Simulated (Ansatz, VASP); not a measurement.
# One calculation of Pd, two programs

```
Pd
1.0
     0.00000    1.94650    1.94650
     1.94650    0.00000    1.94650
     1.94650    1.94650    0.00000
Pd
1
Cartesian
  0.0000 0.0000 0.0000
```

Alike in both runs: functional revPBE; k mesh 7 × 7 × 7; occupations fermi-dirac, width 0.05 eV; no spin polarisation.

|  | VASP | Ansatz |
| --- | --- | --- |
| version | VASP 6.6.1 | Ansatz 0.2.0 |
| potentials or method | VASP PAW PBE potentials, release 64 (Pd) | Ansatz PAW |
| plane-wave cutoff (eV) | 520 | 420 |
| valence electrons in the cell | 10 | 18 |
| task | single point | projected density of states |

|  | VASP | Ansatz | Ansatz less VASP |
| --- | --- | --- | --- |
| gap on the k mesh at the Fermi level (eV) | none | none | - |
| pressure (GPa) | 11.0 | 11.3 | +0.29 |

VASP's potentials were made for PBE, not for revPBE. A gap of «none» marks a metal or a gap that the smearing closes. The functional is the same, so the differences come from potentials, cutoffs and numerics. VASP's potentials hold 10 valence electrons a cell and Ansatz's 18, so a difference there can come from the potentials and not from the codes.

The k mesh is coarse, so the values compare programs but aren't converged.
